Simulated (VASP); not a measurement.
Wanted: the native input for a VASP 6.6.1 run.

```
Task                   : single point
Functional             : PBEsol
Potentials or basis    : VASP PAW PBE potentials, release 64 (Hf_pv, N)
Cutoff                 : 600 eV
k mesh                 : 22 × 22 × 22
Occupations            : gaussian, width 0.15 eV
Spin                   : no spin polarisation
Hubbard terms          : Hf d U = 3.0 eV
Dipole correction      : no
Further INCAR settings : ALGO = Normal; EDIFF = 1e-06; NBANDS = 14
```

The structure of HfN lies in POSCAR:

```
HfN
1.0
    0.0000000000      2.2507757579      2.2507757579
    2.2507757579      0.0000000000      2.2507757579
    2.2507757579      2.2507757579      0.0000000000
Hf N
1 1
Direct
    0.0000000000      0.0000000000      0.0000000000
    0.4333563108      0.4333563108      0.5666436892
```

The input as run:

INCAR

```
  ALGO = Normal
  EDIFF = 1E-6
  ENCUT = 600
  GGA = PS
  GGA_COMPAT = False
  ISIF = 2
  ISMEAR = 0
  LASPH = True
  LCHARG = False
  LDAU = True
  LDAUJ = 0 0
  LDAUL = 2 -1
  LDAUPRINT = 1
  LDAUTYPE = 2
  LDAUU = 3 0
  LMAXMIX = 4
  LREAL = False
  LWAVE = False
  NBANDS = 14
  NELM = 200
  PREC = Accurate
  SIGMA = 0.15
```

KPOINTS

```
k-points
0
Gamma
  22 22 22
```

Potentials or basis: VASP PAW PBE potentials, release 64 (Hf_pv, N).

Launch:

```sh
$ cat potpaw_PBE.64/Hf_pv/POTCAR potpaw_PBE.64/N/POTCAR > POTCAR
$ mpirun -np 1 vasp_std > vasp.out
```

Results of the run:

The pressure is 23.7 GPa. The largest force is 4.883 eV/Å and the band gap on the k mesh is zero (an odd number of electrons rules out a gap without spin polarisation).

Caveat: the stress differs along the axes, from 10 to 51 GPa; the PAW data sets were made with another functional, which shifts forces and pressure a little; spin-orbit coupling is left out, which moves the levels of the heavy elements; an odd number of electrons without spin polarisation forces a metal; a magnetic or distorted state may lie lower; U without spin polarisation on a metal has little footing.

Wall time 4.1 min on 1 thread of Intel(R) Xeon(R) Platinum 8488C (Sapphire Rapids), on a shared host, peak memory 0.45 GiB.
